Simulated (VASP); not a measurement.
LiGa, 4 atoms in the cell. The structure is cubic, space group Fd-3m (No. 227). Conventional cell: a = 6.111 Å, b = 6.111 Å, c = 6.111 Å, α = 90.00°, β = 90.00°, γ = 90.00°. Li (site symmetry -43m) has 4 Li at 2.65 Å and 10 Ga at 2.65 to 3.06 Å within 3.5 Å. Ga (site symmetry -43m) has 10 Li at 2.65 to 3.06 Å and 4 Ga at 2.65 Å within 3.5 Å. 

```yaml
Program: VASP 6.6.1
Task: single point
Functional: PBEsol
Potentials_or_basis: VASP PAW PBE potentials, release 64 (Li_sv, Ga_d)
Cutoff: 520 eV
k_mesh: 8 × 8 × 8
Occupations: gaussian, width 0.05 eV
Spin: no spin polarisation
Dipole_correction: no
Further_INCAR_settings: ALGO = Normal; EDIFF = 1e-06; NBANDS = 24
```

Potentials or basis: VASP PAW PBE potentials, release 64 (Li_sv, Ga_d).

Launch:

```console
$ cat potpaw_PBE.64/Li_sv/POTCAR potpaw_PBE.64/Ga_d/POTCAR > POTCAR
$ mpirun -np 1 vasp_std > vasp.out
```

Hardware: 1 thread of Intel(R) Xeon(R) Platinum 8259CL CPU @ 2.50GHz (Skylake/Cascade Lake), on a shared host.

**Question.** How long does it take, and how much memory?

**Answer.** It took 30 s on 1 thread of Intel(R) Xeon(R) Platinum 8259CL CPU @ 2.50GHz (Skylake/Cascade Lake) (shared host), peak memory 0.19 GiB. Counts: scf iterations 11, k points 29.
